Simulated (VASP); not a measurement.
Here is a VASP 6.6.1 calculation.

File POSCAR:

```
AlN
1.0
    2.8328531145      0.0361188772      0.0000000000
   -1.3851466920      2.4352633237      0.0000000000
    0.0000000000      0.0000000000      4.8410108402
Al N
2 2
Direct
    0.0000000000      0.0000000000      0.0000000000
    0.0000000000      0.0000000000      0.5000000000
    0.3303810223      0.6663670389      0.2500000000
    0.6696189777      0.3336329611      0.7500000000
```

File INCAR.step1:

```
PREC = Accurate
ENCUT = 520
ISMEAR = 0
SIGMA = 0.01
LREAL = F
LASPH = T
NELM = 80
NBANDS = 16
GGA = PE
ALGO = Normal
EDIFF = 1E-4
LWAVE = T
LCHARG = F
```

The input INCAR.step2:

```
PREC = Accurate
ENCUT = 520
EDIFF = 1E-6
ISMEAR = 0
SIGMA = 0.01
LREAL = F
LASPH = T
NELM = 80
ALGO = Normal
ISIF = 2
LWAVE = F
LCHARG = T
METAGGA = R2SCAN
LMIXTAU = T
LELF = T
LVHAR = T
NBANDS = 16
ISTART = 1
```

Contents of KPOINTS:

```
Automatic mesh
0
Gamma
  12 12 6
```

Potentials or basis: VASP PAW PBE potentials, release 64 (Al, N).

Command:

```console
$ cat potpaw_PBE.64/Al/POTCAR potpaw_PBE.64/N/POTCAR > POTCAR
$ cp INCAR.step1 INCAR
$ mpirun -np 1 vasp_std > vasp.out
$ cp INCAR.step2 INCAR
$ mpirun -np 1 vasp_std > vasp.out
```

**Question.** What does it give for the pressure?

**Answer.** -0.5 GPa.

**Question.** What does it give for the band gap on the k mesh?

**Answer.** 5.62 eV (least direct gap 5.89 eV).

Stress tensor (GPa, compression positive):
```
-0.48 -5.94  0.00
-5.94 -0.36  0.00
 0.00  0.00 -0.76
```

Caveat: the cell differs from its parent crystal (shear xy strain +2.5%); the PAW data sets were made with another functional, which shifts forces and pressure a little. A k mesh can miss the band edges.
